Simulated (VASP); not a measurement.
Cs2SnI6:

```
Cs Sn I
1.0
     0.00000    6.01950    6.01950
     6.01950    0.00000    6.01950
     6.01950    6.01950    0.00000
Cs Sn I
2 1 6
Direct
  0.25000 0.25000 0.25000
  0.75000 0.75000 0.75000
  0.00000 0.00000 0.00000
  0.75822 0.24178 0.24178
  0.24178 0.75822 0.24178
  0.24178 0.75822 0.75822
  0.75822 0.24178 0.75822
  0.24178 0.24178 0.75822
  0.75822 0.75822 0.24178
```

```yaml
Program: VASP 6.6.1
Task: relaxation of cell and atoms
Functional: LDA
Potentials_or_basis: VASP PAW LDA potentials, release 64 (Cs_sv, Sn_d, I)
Cutoff: 500 eV
k_mesh: 4 × 4 × 4
Occupations: fermi-dirac, width 0.02 eV
Spin: no spin polarisation
```

At the start: pressure -2.0 GPa; volume 48.47 Å³/atom.

Problem. How do energy, volume and symmetry change on relaxing?

Solution. Over 11 steps the energy falls by 59.1 meV/atom and the volume is 39.94 Å³/atom (-17.6 %); space group Fm-3m (No. 225, to 0.1 Å) before and after.

The path:
```tsv
step	energy change (eV)	largest force (eV/Å)	pressure (GPa)	volume (Å³)
1	0.0000	0.2172	-2.03	436.23
2	-0.3048	0.3678	-0.43	398.62
3	-0.3099	0.4640	-0.14	393.84
4	-0.3717	0.4046	-0.12	387.16
5	-0.5010	0.2424	0.11	367.58
6	-0.3402	0.2906	1.59	330.44
7	-0.5207	0.1738	0.35	359.00
8	-0.5229	0.1252	0.46	355.13
9	-0.5176	0.1555	-0.52	365.21
10	-0.5321	0.0054	0.01	359.52
11	-0.5321	0.0029	0.02	359.43
```

Final structure:
```yaml
crystal:
  lattice:
    - [0.00000, 5.64322, 5.64322]
    - [5.64322, 0.00000, 5.64322]
    - [5.64322, 5.64322, 0.00000]
  atoms:
    - { symbol: Cs, position: [0.25000, 0.25000, 0.25000] }
    - { symbol: Cs, position: [0.75000, 0.75000, 0.75000] }
    - { symbol: Sn, position: [0.00000, 0.00000, 0.00000] }
    - { symbol: I, position: [0.74757, 0.25243, 0.25243] }
    - { symbol: I, position: [0.25243, 0.74757, 0.25243] }
    - { symbol: I, position: [0.25243, 0.74757, 0.74757] }
    - { symbol: I, position: [0.74757, 0.25243, 0.74757] }
    - { symbol: I, position: [0.25243, 0.25243, 0.74757] }
    - { symbol: I, position: [0.74757, 0.74757, 0.25243] }
```

Caveat: the volume moved by over 15 % at a fixed basis, so the end points are rough.
